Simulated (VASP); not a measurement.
Here is a VASP 6.6.1 calculation.

File INCAR:

```
PREC = Accurate ; ENCUT = 520
EDIFF = 1E-8 ; ISMEAR = -1
SIGMA = 0.15 ; LREAL = F
LASPH = T ; NELM = 60
ALGO = Normal ; ISIF = 2
LWAVE = F ; LCHARG = F
LEFG = T ; NBANDS = 24
```

KPOINTS

```
regular mesh
0
Gamma
  18 18 18
```

POSCAR

```
Mo2N
1.0
    1.4304202995      0.8258535450      4.8942515191
   -1.4304202995      0.8258535450      4.8942515191
    0.0000000000     -1.6517070900      4.8942515191
Mo N
2 1
Direct
    0.2432228622      0.2432228622      0.2432228622
    0.7567771378      0.7567771378      0.7567771378
    0.0000000000      0.0000000000      0.0000000000
```

Potentials or basis: VASP PAW LDA potentials, release 64 (Mo_sv, N).

The run is started by

```console
$ cat potpaw_LDA.64/Mo_sv/POTCAR potpaw_LDA.64/N/POTCAR > POTCAR
$ mpirun -np 1 vasp_std > vasp.out
```

**Question.** Estimate the largest force.

**Answer.** 0.037 eV/Å.

**Question.** What does it give for the pressure?

**Answer.** 1.5 GPa.

Electric field gradients, principal values (V/Å²):
| atom | least | middle | greatest (by size) |
| --- | --- | --- | --- |
| 1 Mo | 13.066 | 13.066 | -26.131 |
| 2 Mo | 13.066 | 13.066 | -26.131 |
| 3 N | 2.418 | 2.418 | -4.835 |

Caveat: without QUAD_EFG the Cq values of the log hold for a quadrupole moment of 1 mb, not for the nuclei.
